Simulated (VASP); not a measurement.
Set up this calculation in VASP 6.6.1, as the native input.

| Item | Value |
| --- | --- |
| Task | single point |
| Functional | PBEsol |
| Potentials or basis | VASP PAW PBE potentials, release 64 (Cu) |
| Cutoff | 520 eV |
| k mesh | 30 × 30 × 14 |
| Occupations | gaussian, width 0.15 eV |
| Spin | no spin polarisation |
| Dipole correction | no |
| Further INCAR settings | ALGO = Fast; EDIFF = 1e-06; NBANDS = 18 |

The structure of Cu lies in POSCAR:

```
Cu
1.0
    2.7726501279      0.0000000000      0.0000000000
   -1.3863250640      2.1828958605      0.0000000000
    0.0000000000      0.0000000000      4.1165232668
Cu
2
Direct
    0.3333333333      0.6666666667      0.2500000000
    0.6666666667      0.3333333333      0.7500000000
```

This cell differs from its parent crystal: strain +0.1000 x Voigt [1, 0, 0, 0, 0, 0].

One way to write it, as run:

INCAR

```
ALGO = Fast
EDIFF = 1E-6
ENCUT = 520
GGA = PS
ISIF = 2
ISMEAR = 0
LASPH = T
LCHARG = F
LREAL = F
LWAVE = F
NBANDS = 18
NELM = 100
PREC = Accurate
SIGMA = 0.15
```

KPOINTS

```
k-points
0
Gamma
  30 30 14
```

Potentials or basis: VASP PAW PBE potentials, release 64 (Cu).

The run is started by

```sh
$ cat potpaw_PBE.64/Cu/POTCAR > POTCAR
$ mpirun -np 1 vasp_std > vasp.out
```

It gave:

| Item | Value |
| --- | --- |
| Pressure | -11.0 GPa |
| Largest force | 0.158 eV/Å |
| Band gap on the k mesh | zero (bands 11 and 12 overlap by 5.36 eV) |

Caveat: the cell differs from its parent crystal (strain +0.1000 x Voigt [1, 0, 0, 0, 0, 0]); the stress differs along the axes, from -16 to -7 GPa; the PAW data sets were made with another functional, which shifts forces and pressure a little.

Wall time 15 min on 1 thread of Oxide Virtual Turin-like Processor (shared host), peak memory 0.71 GiB.
